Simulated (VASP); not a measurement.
A run of VASP 6.6.1:

Contents of INCAR:

```
PREC = Accurate
ENCUT = 520
EDIFF = 1E-6
ISMEAR = 0
SIGMA = 0.1
LREAL = False
LASPH = True
NELM = 100
ALGO = Normal
ISIF = 2
LWAVE = False
LCHARG = False
GGA = PE
NBANDS = 16
```

The input KPOINTS:

```
Automatic mesh
0
Gamma
  6 6 6
```

The input POSCAR:

```
B3C2
1.0
    3.2698368289      0.0000000000      0.0000000000
    0.0000000000      3.2698368289      0.0000000000
    0.0000000000      0.0000000000      3.2698368289
B C
3 2
Direct
    0.5000000000      0.0000000000      0.0000000000
    0.0000000000      0.5000000000      0.0000000000
    0.0000000000      0.0000000000      0.5000000000
    0.0000000000      0.0000000000      0.0000000000
    0.5000000000      0.5000000000      0.5000000000
```

Potentials or basis: VASP PAW PBE potentials, release 64 (B, C).

Launch:

```bash
$ cat potpaw_PBE.64/B/POTCAR potpaw_PBE.64/C/POTCAR > POTCAR
$ mpirun -np 1 vasp_std > vasp.out
```

Hardware: 1 thread of Intel(R) Xeon(R) Platinum 8124M CPU @ 3.00GHz (Skylake/Cascade Lake), on a shared host.

Problem. How long does it take, and how much memory?

Solution. Wall time 7 s on 1 thread of Intel(R) Xeon(R) Platinum 8124M CPU @ 3.00GHz (Skylake/Cascade Lake), with other jobs on the host, peak memory 0.13 GiB. Counts: scf iterations 13, k points 20.
